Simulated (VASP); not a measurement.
A run of VASP 6.6.1 is set up as follows.

Contents of INCAR:

```
ALGO = Normal ; EDIFF = 1E-7
ENCUT = 520 ; GGA = PS
ISIF = 2 ; ISMEAR = -1
ISPIN = 2 ; LASPH = True
LCHARG = False ; LMAXMIX = 4
LORBIT = 11 ; LREAL = False
LWAVE = False ; MAGMOM = 1.6 1.6
NBANDS = 20 ; NELM = 150
PREC = Accurate ; SIGMA = 0.05
```

The input KPOINTS:

```
k-points
0
Gamma
  12 12 7
```

File POSCAR:

```
Co
1.0
    2.4561320000      0.0000000000      0.0000000000
   -1.2280660000      2.1270730000      0.0000000000
    0.0000000000      0.0000000000      3.9718030000
Co
2
Direct
    0.3333330000      0.6666670000      0.2500000000
    0.6666670000      0.3333330000      0.7500000000
```

Potentials or basis: VASP PAW PBE potentials, release 64 (Co).

Command:

```console
$ cat potpaw_PBE.64/Co/POTCAR > POTCAR
$ mpirun -np 1 vasp_std > vasp.out
```

Q: Estimate the site moments.

A: Co +1.57 μB.

Q: Estimate the net moment.

A: 3.12 μB per cell.

Stress tensor (GPa, compression positive):
```
-0.84  0.00  0.00
 0.00 -0.84  0.00
 0.00  0.00 -1.71
```

Caveat: the PAW data sets were made with another functional, which shifts forces and pressure a little.
